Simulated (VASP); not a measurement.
# SnTe (P-3m1) in VASP: notebook, part 2 of 2

VASP 6.6.1. Earlier steps stand in the parts before.

## (4) Single point, PBE

This run uses another cell than the first one, of 45.99 Å³/atom.

INCAR

```
SYSTEM = SnTe
  ALGO = Normal
  EDIFF = 1E-6
  ENCUT = 520
  GGA = PE
  ISIF = 2
  ISMEAR = 0
  LASPH = .TRUE.
  LCHARG = .FALSE.
  LREAL = .FALSE.
  LWAVE = .FALSE.
  NBANDS = 28
  NELM = 80
  PREC = Accurate
  SIGMA = 0.02
```

KPOINTS

```
k-points
0
G
  6 6 4
  0 0 0
```

POSCAR

```
SnTe
1.0
    4.2084499465      0.0000000000      0.0000000000
   -2.1042249732      3.6446245642      0.0000000000
    0.0000000000      0.0000000000     11.9941138704
Sn Te
2 2
Direct
    0.0000000000      0.0000000000      0.8139610528
    0.0000000000      0.0000000000      0.1860389472
    0.3333333333      0.6666666667      0.6744355897
    0.6666666667      0.3333333333      0.3255644103
```

Potentials or basis: VASP PAW PBE potentials, release 64 (Sn_d, Te).

Started as:

```
cat potpaw_PBE.64/Sn_d/POTCAR potpaw_PBE.64/Te/POTCAR > POTCAR
mpirun -np 1 vasp_std > vasp.out
```

OUTCAR:

```text
SYSTEM = SnTe
   EDIFF = 1E-6
   ENCUT = 520
   GGA = PE
   ISIF = 2
   ISMEAR = 0
   LASPH = .TRUE.
   LREAL = .FALSE.
   NELM = 80
   PREC = Accurate

 ion  position               nearest neighbor table
   1  0.000  0.000  0.814-   3 2.95   3 2.95   3 2.95
   2  0.000  0.000  0.186-   4 2.95   4 2.95   4 2.95
   3  0.333  0.667  0.674-   1 2.95   1 2.95   1 2.95
   4  0.667  0.333  0.326-   2 2.95   2 2.95   2 2.95

  LATTYP: Found a hexagonal cell.
 ALAT       =     4.2084499465
 C/A-ratio  =     2.8500074904

  Lattice vectors:

 A1 = (   4.2084499465,   0.0000000000,   0.0000000000)
 A2 = (  -2.1042249732,   3.6446245642,   0.0000000000)
 A3 = (   0.0000000000,   0.0000000000,  11.9941138704)

Analysis of symmetry for initial positions (statically):
=====================================================================
 Subroutine PRICEL returns:
 Original cell was already a primitive cell.

 Routine SETGRP: Setting up the symmetry group for a
 hexagonal supercell.

 Subroutine GETGRP returns: Found 12 space group operations
 (whereof 12 operations were pure point group operations)
 out of a pool of 24 trial point group operations.

The static configuration has the point symmetry D_3d.

Analysis of symmetry for dynamics (positions and initial velocities):
=====================================================================
 Subroutine PRICEL returns:
 Original cell was already a primitive cell.

 Routine SETGRP: Setting up the symmetry group for a
 hexagonal supercell.

 Subroutine GETGRP returns: Found 12 space group operations
 (whereof 12 operations were pure point group operations)
 out of a pool of 24 trial point group operations.

The dynamic configuration has the point symmetry D_3d.

[... 115 lines left out ...]
   EFERMI =   0.00;   METHOD = LEGACY
   ISMEAR =     0;   SIGMA  =   0.02  broadening in eV -4-tet -1-fermi 0-gaus
   EFERMI_NEDOS =   21; number of points for ismear=-14 and -15
   IALGO  =     38    algorithm
   IMIX   =      4    mixing-type and parameters
     AMIX     =   0.40;   BMIX     =  1.00
     AMIX_MAG =   1.60;   BMIX_MAG =  1.00
  volume/ion in A,a.u.               =      45.99       310.37
  Fermi-wavevector in a.u.,A,eV,Ry     =   0.984420  1.860284 13.185172  0.969083
  Thomas-Fermi vector in A             =   2.115651
   LORBIT       =      0    0 simple, 1 ext, 2 COOP (PROOUT), +10 PAW based schemes
   GGA     = PE    functional components
   LHFCALC =     F    Hartree Fock is set to
   AEXX    =    0.0000 exact exchange contribution
   IVDW    =     0    specifies the selected vdW correction
   LEPSILON=     F    determine dielectric tensor
   LRPA    =     F    only Hartree local field effects (RPA)
 non-spin polarized calculation
 Gauss-broadening in eV      SIGMA  =   0.02
  energy-cutoff  :      520.00
  volume of cell :      183.97
 maximum number of plane-waves:      4976
 NGX is ok and might be reduce to    32
   NGX = 15   NGY = 15   NGZ = 45

 number of electron      39.9999996 magnetization

 Free energy of the ion-electron system (eV)
  ---------------------------------------------------
  ext. energy  EPLUGINS =         0.00000000
  ---------------------------------------------------
  free energy    TOTEN  =       -14.64283334 eV

  energy without entropy =      -14.64283334  energy(sigma->0) =      -14.64283334

 E-fermi :   2.9886     XC(G=0):  -7.5044

 val. band max:        2.8204680963   @ k =   0.0000   0.0000   0.0000
 cond. band min:       3.7729846843   @ k =   0.0000   0.3333   0.2500
 fundamental gap:      0.9525165880
 Fermi energy:         2.9885823158

 k-point     1 :       0.0000    0.0000    0.0000
  band No.  band energies     occupation
      1     -18.3773      2.00000
      2     -18.3773      2.00000
      3     -18.3773      2.00000
      4     -18.3773      2.00000
      5     -18.3267      2.00000
      6     -18.3267      2.00000
[... 733 lines left out ...]
     27       9.2586      0.00000
     28       9.2693      0.00000

------------------------ aborting loop because EDIFF is reached ----------------------------------------

  FORCE on cell =-STRESS in cart. coord.  units (eV):
  Direction    XX          YY          ZZ          XY          YZ          ZX
  --------------------------------------------------------------------------------------
  -------------------------------------------------------------------------------------
  Total        0.0107607      0.0107607      0.1014361      0.0000000     -0.0000000      0.0000000
  in kB        0.0937149      0.0937149      0.8834049      0.0000000     -0.0000000      0.0000000
  external PRESSURE =       0.3569449 kB  Pullay stress =       0.0000000 kB

 VOLUME and BASIS-vectors are now :
 -----------------------------------------------------------------------------
  energy-cutoff  :      520.00
  volume of cell :      183.97
      direct lattice vectors                 reciprocal lattice vectors
     4.208449947  0.000000000  0.000000000     0.237617178  0.137188342  0.000000000
    -2.104224973  3.644624564  0.000000000     0.000000000  0.274376683  0.000000000
     0.000000000  0.000000000 11.994113870     0.000000000  0.000000000  0.083374229

 POSITION                                       TOTAL-FORCE (eV/Angst)
 -----------------------------------------------------------------------------------
      0.00000      0.00000      9.76274         0.000000     -0.000000      0.033969
      0.00000      0.00000      2.23137         0.000000      0.000000     -0.033969
     -0.00000      2.42975      8.08926        -0.000000      0.000000     -0.032065
      2.10422      1.21487      3.90486        -0.000000     -0.000000      0.032065
 -----------------------------------------------------------------------------------
    total drift:                                0.000000     -0.000000      0.000000

  FREE ENERGIE OF THE ION-ELECTRON SYSTEM (eV)
  ---------------------------------------------------
  free  energy   TOTEN  =       -14.6428333420 eV

  energy  without entropy=      -14.6428333420  energy(sigma->0) =      -14.64283334
```

Run time: 92 s. Hardware: 1 thread of Intel Xeon Platinum 8488C (Sapphire Rapids), shared host; peak memory 0.34 GiB.

Results:

```yaml
Free_energy: -14.6428 eV
Pressure: 0.0 GPa
Largest_force: 0.034 eV/Å
Band_gap_on_the_k_mesh: 0.95 eV (least direct gap 1.12 eV)
```

Forces on the atoms (eV/Å):
```
Sn   0.000  0.000  0.034
Sn   0.000  0.000 -0.034
Te   0.000  0.000 -0.032
Te   0.000  0.000  0.032
```

Levels at points of the mesh, in eV from the valence-band top:
```tsv
k point	band 16	band 17	band 18	band 19	band 20	band 21	band 22	band 23	band 24	band 25
(0.00, 0.00, 0.00)	-0.63	-0.63	-0.61	-0.61	0.00	1.12	1.95	3.05	3.05	3.11
(0.50, 0.00, 0.00)	-2.90	-1.82	-1.75	-1.48	-1.45	1.37	1.65	2.14	2.94	3.33
(0.00, 0.00, 0.50)	-0.79	-0.64	-0.64	-0.60	-0.60	1.41	1.91	3.01	3.01	3.15
(0.50, 0.00, 0.50)	-2.92	-1.81	-1.77	-1.76	-1.20	1.42	1.45	2.68	2.68	3.48
```

Caveat: spin-orbit coupling is left out, which moves the levels of the heavy elements. A k mesh can miss the band edges.

## (5) Relaxation of cell and atoms, PBE

INCAR

```
SYSTEM = SnTe
PREC     = Accurate       ! precision mode
ENCUT    = 600            ! plane-wave cutoff, eV
EDIFF    = 1E-7           ! SCF threshold, eV
ISMEAR   = 0              ! smearing method
SIGMA    = 0.1            ! smearing width, eV
LREAL    = .False.        ! projectors in reciprocal space
LASPH    = .True.         ! aspherical terms in the spheres
NELM     = 100            ! most SCF steps
ALGO     = Normal         ! electronic algorithm
ISIF     = 3              ! what is computed and relaxed
LWAVE    = .False.        ! write WAVECAR
LCHARG   = .False.        ! write CHGCAR
GGA      = PE             ! functional
IBRION   = 2              ! ionic algorithm
NSW      = 90             ! ionic steps
EDIFFG   = -0.04          ! ionic threshold
```

KPOINTS

```
regular mesh
0
Gamma
  6 6 2
  0 0 0
```

POSCAR

```
SnTe
1.0
    4.5126353600      0.0000000000      0.0000000000
   -2.2563176800      3.9080568600      0.0000000000
    0.0000000000      0.0000000000      7.5090625400
Sn Te
2 2
Direct
    0.0000000000      0.0000000000      0.8419663300
    0.0000000000      0.0000000000      0.1580336700
    0.3333333300      0.6666666700      0.6671839400
    0.6666666700      0.3333333300      0.3328160600
```

Potentials or basis: VASP PAW PBE potentials, release 64 (Sn_d, Te).

Started as:

```
cat potpaw_PBE.64/Sn_d/POTCAR potpaw_PBE.64/Te/POTCAR > POTCAR
mpirun -np 1 vasp_std > vasp.out
```

OUTCAR:

```text
SYSTEM = SnTe
   PREC = Accurate
   ENCUT = 600
   EDIFF = 1E-7
   ISMEAR = 0
   LREAL = .False.
   LASPH = .True.
   NELM = 100
   ISIF = 3
   GGA = PE
   IBRION = 2
   NSW = 90
   EDIFFG = -0.04

 ion  position               nearest neighbor table
   1  0.000  0.000  0.842-   2 2.37   3 2.92   3 2.92   3 2.92
   2  0.000  0.000  0.158-   1 2.37   4 2.92   4 2.92   4 2.92
   3  0.333  0.667  0.667-   1 2.92   1 2.92   1 2.92   4 3.62   4 3.62   4 3.62
   4  0.667  0.333  0.333-   2 2.92   2 2.92   2 2.92   3 3.62   3 3.62   3 3.62

  LATTYP: Found a hexagonal cell.
 ALAT       =     4.5126353600
 C/A-ratio  =     1.6640082659

  Lattice vectors:

 A1 = (   4.5126353600,   0.0000000000,   0.0000000000)
 A2 = (  -2.2563176800,   3.9080568600,   0.0000000000)
 A3 = (   0.0000000000,   0.0000000000,   7.5090625400)

Analysis of symmetry for initial positions (statically):
=====================================================================
 Subroutine PRICEL returns:
 Original cell was already a primitive cell.

 Routine SETGRP: Setting up the symmetry group for a
 hexagonal supercell.

 Subroutine GETGRP returns: Found 12 space group operations
 (whereof 12 operations were pure point group operations)
 out of a pool of 24 trial point group operations.

The static configuration has the point symmetry D_3d.

Analysis of symmetry for dynamics (positions and initial velocities):
=====================================================================
 Subroutine PRICEL returns:
 Original cell was already a primitive cell.

 Routine SETGRP: Setting up the symmetry group for a
 hexagonal supercell.

 Subroutine GETGRP returns: Found 12 space group operations
 (whereof 12 operations were pure point group operations)
 out of a pool of 24 trial point group operations.

The dynamic configuration has the point symmetry D_3d.

 Subroutine INISYM returns: Found 12 space group operations
 (whereof 12 operations are pure point group operations),
 and found     1 'primitive' translations

----------------------------------------------------------------------------------------

                                     Primitive cell

[... 103 lines left out ...]
     AMIX_MAG =   1.60;   BMIX_MAG =  1.00
  volume/ion in A,a.u.               =      33.11       223.42
  Fermi-wavevector in a.u.,A,eV,Ry     =   1.098422  2.075717 16.415849  1.206531
  Thomas-Fermi vector in A             =   2.234799
   LORBIT       =      0    0 simple, 1 ext, 2 COOP (PROOUT), +10 PAW based schemes
   GGA     = PE    functional components
   LHFCALC =     F    Hartree Fock is set to
   AEXX    =    0.0000 exact exchange contribution
   IVDW    =     0    specifies the selected vdW correction
   LEPSILON=     F    determine dielectric tensor
   LRPA    =     F    only Hartree local field effects (RPA)
 conjugate gradient relaxation of ions
 non-spin polarized calculation
 Gauss-broadening in eV      SIGMA  =   0.10
  energy-cutoff  :      600.00
  volume of cell :      132.43
 maximum number of plane-waves:      4452
 NGX is ok and might be reduce to    36
   NGX = 17   NGY = 17   NGZ = 29

--------------------------------------- Ionic step        1  -------------------------------------------

 number of electron      40.0000007 magnetization

 Free energy of the ion-electron system (eV)
  ---------------------------------------------------
  ext. energy  EPLUGINS =         0.00000000
  ---------------------------------------------------
  free energy    TOTEN  =       -12.25044858 eV

  energy without entropy =      -12.22425892  energy(sigma->0) =      -12.23735375

 E-fermi :   6.7494     XC(G=0):  -9.0940

 val. band max:        6.7460410959   @ k =   0.1667   0.1667   0.0000
 cond. band min:       6.7513590137   @ k =   0.3333   0.1667   0.0000
 fundamental gap:      0.0053179178
 Fermi energy:         6.7493897140

 k-point     1 :       0.0000    0.0000    0.0000
  band No.  band energies     occupation
      1     -16.4047      2.00000
      2     -15.9317      2.00000
      3     -15.9317      2.00000
      4     -15.6436      2.00000
      5     -15.6436      2.00000
      6     -15.5740      2.00000
[... 474 lines left out ...]
  FREE ENERGIE OF THE ION-ELECTRON SYSTEM (eV)
  ---------------------------------------------------
  free  energy   TOTEN  =       -14.2482102789 eV

  energy  without entropy=      -14.2438184812  energy(sigma->0) =      -14.24601438

[... ionic steps 4 to 16 ...]

--------------------------------------- Ionic step       17  -------------------------------------------

 number of electron      40.0000015 magnetization

------------------------ aborting loop because EDIFF is reached ----------------------------------------
[... 71 lines left out ...]
--------------------------------------- Ionic step       19  -------------------------------------------

 number of electron      40.0000012 magnetization

 Free energy of the ion-electron system (eV)
  ---------------------------------------------------
  ext. energy  EPLUGINS =         0.00000000
  ---------------------------------------------------
  free energy    TOTEN  =       -14.60998014 eV

  energy without entropy =      -14.60987272  energy(sigma->0) =      -14.60992643

 E-fermi :   4.2017     XC(G=0):  -7.9028

 val. band max:        4.0350193874   @ k =   0.0000   0.0000   0.0000
 cond. band min:       4.3845847372   @ k =   0.0000   0.0000   0.0000
 fundamental gap:      0.3495653498
 Fermi energy:         4.2017078218

 k-point     1 :       0.0000    0.0000    0.0000
  band No.  band energies     occupation
      1     -17.7523      2.00000
      2     -17.7523      2.00000
      3     -17.7522      2.00000
      4     -17.7522      2.00000
      5     -17.7075      2.00000
      6     -17.7075      2.00000
[... 398 lines left out ...]
  FREE ENERGIE OF THE ION-ELECTRON SYSTEM (eV)
  ---------------------------------------------------
  free  energy   TOTEN  =       -14.6099801358 eV

  energy  without entropy=      -14.6098727191  energy(sigma->0) =      -14.60992643

 reached required accuracy - stopping structural energy minimisation
```

Run time: 8.4 min. Hardware: 1 thread of Intel Xeon Platinum 8488C (Sapphire Rapids), shared host; peak memory 0.29 GiB.

What came out:

```
Free energy                           : -14.6100 eV
Relaxed volume                        : 42.59 Å³/atom
Relaxed cell                          : a = 4.253 Å, b = 4.253 Å, c = 10.876 Å, α = 90.00°, β = 90.00°, γ = 120.00°
Space group after relaxing (to 0.1 Å) : P-3m1 (No. 164)
Energy gained by relaxing             : 589.9 meV/atom
Ionic steps                           : 19
Pressure after relaxing               : -0.1 GPa
Largest force after relaxing          : 0.029 eV/Å
Band gap on the k mesh                : 0.35 eV
```

Forces in eV/Å, atoms in the order of the input:
```
Sn   0.000  0.000  0.008
Sn   0.000  0.000 -0.008
Te   0.000  0.000  0.029
Te   0.000  0.000 -0.029
```

Stress tensor (GPa, compression positive):
```
-0.15  0.00  0.00
 0.00 -0.15  0.00
 0.00  0.00  0.13
```

Step by step:
```tsv
step	energy change (eV)	largest force (eV/Å)	pressure (GPa)	volume (Å³)
1	0.0000	5.6146	10.05	132.43
2	-1.9943	0.4207	-0.89	175.09
3	-1.9978	0.4715	0.38	163.51
4	-2.0088	0.4401	-0.42	170.30
5	-2.0099	0.4454	-0.33	169.40
6	-2.0905	0.4034	-0.25	167.85
7	-2.2663	0.1183	-0.30	162.64
8	-1.9095	1.3867	-1.14	150.07
9	-2.2778	0.3716	-0.56	160.97
10	-2.2990	0.0828	1.07	154.22
11	-2.3030	0.1111	0.59	156.08
12	-2.3248	0.1018	0.36	158.28
13	-2.3406	0.1530	0.15	161.53
14	-2.3428	0.1949	0.11	162.77
15	-2.3539	0.0484	0.36	165.35
16	-2.3542	0.0912	0.41	165.87
17	-2.3584	0.0194	-0.06	170.24
18	-2.3584	0.0210	-0.05	170.04
19	-2.3595	0.0287	-0.05	170.34
```

Final structure:
```yaml
crystal:
  lattice:
    - [4.25269, 0.00000, 0.00000]
    - [-2.12635, 3.68294, 0.00000]
    - [0.00000, 0.00000, 10.87600]
  atoms:
    - { symbol: Sn, position: [0.00000, 0.00000, 0.80658] }
    - { symbol: Sn, position: [0.00000, 0.00000, 0.19342] }
    - { symbol: Te, position: [0.33333, 0.66667, 0.65407] }
    - { symbol: Te, position: [0.66667, 0.33333, 0.34593] }
```

Caveat: the volume moved by over 15 % at a fixed basis, so the end points are rough; spin-orbit coupling is left out, which moves the levels of the heavy elements. A k mesh can miss the band edges.

## (6) The runs side by side

```tsv
task	cell	k mesh	cutoff (eV)	smearing	gap on the mesh (eV)	pressure (GPa)	largest force (eV/Å)
single point	a = 4.513, b = 4.513, c = 7.509 Å, angles 90.0, 90.0, 120.0°, 4 atoms, atomic positions A	6 × 6 × 2	520	gaussian 0.1 eV	none	10.0	5.61
single point	a = 4.244, b = 4.244, c = 10.850 Å, angles 90.0, 90.0, 120.0°, 4 atoms, atomic positions B	6 × 6 × 2	520	gaussian 0.1 eV	0.38	0.1	0.02
single point	a = 4.208, b = 4.208, c = 11.994 Å, angles 90.0, 90.0, 120.0°, 4 atoms, atomic positions C	6 × 6 × 4	520	gaussian 0.02 eV	0.95	0.0	0.03
relaxation of cell and atoms	relaxed from a = 4.513, b = 4.513, c = 7.509 Å, angles 90.0, 90.0, 120.0°, 4 atoms, atomic positions A	6 × 6 × 2	600	gaussian 0.1 eV	0.35	-0.1	0.03
```

Alike in all rows: level PBE; potentials or basis VASP PAW PBE potentials, release 64 (Sn_d, Te); no spin polarisation.

Caveats: some runs use coarse meshes; spin-orbit coupling is left out, which moves the levels of the heavy elements; forces of over 1 eV/Å act on the atoms, so gaps and moduli don't describe the material at rest (at least some runs); the volume moved by over 15 % at a fixed basis, so the end points are rough (at least some runs).

Absolute energies hang on the potentials; compare differences alone.
